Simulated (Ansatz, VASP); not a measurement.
One calculation of CoSi, two programs

```
Co Si
1.0
     4.38583    0.00000    0.00000
     0.00000    4.38583    0.00000
     0.00000    0.00000    4.38583
Co Si
4 4
Direct
  0.14564 0.14564 0.14564
  0.35436 0.85436 0.64564
  0.64564 0.35436 0.85436
  0.85436 0.64564 0.35436
  0.84333 0.84333 0.84333
  0.65667 0.15667 0.34333
  0.34333 0.65667 0.15667
  0.15667 0.34333 0.65667
```

Alike in both runs: task relaxation of cell and atoms; functional PBEsol; k mesh 8 × 8 × 8; occupations fermi-dirac, width 0.15 eV; no spin polarisation.

```csv
,VASP,Ansatz
version,VASP 6.6.1,Ansatz 0.2.0
potentials or method,"VASP PAW PBE potentials, release 64 (Co, Si), cutoff 600 eV","scalar-relativistic, plane waves, PAW"
valence electrons in the cell,52,84
```

```csv
,VASP,Ansatz,Ansatz less VASP
"gap on the k mesh at the Fermi level, each at its own relaxed structure (eV)",none,none,-
relaxed volume (Å³/atom),10.57,10.56,-0.006
relaxed cell length with the largest relative difference (Å),4.389,4.388,-0.0008
```

VASP's potentials were made for PBE, not for PBEsol. A gap of «none» marks a metal or a gap that the smearing closes. VASP's potentials hold 52 valence electrons a cell and Ansatz's 84, so a difference there can come from the potentials and not from the codes.
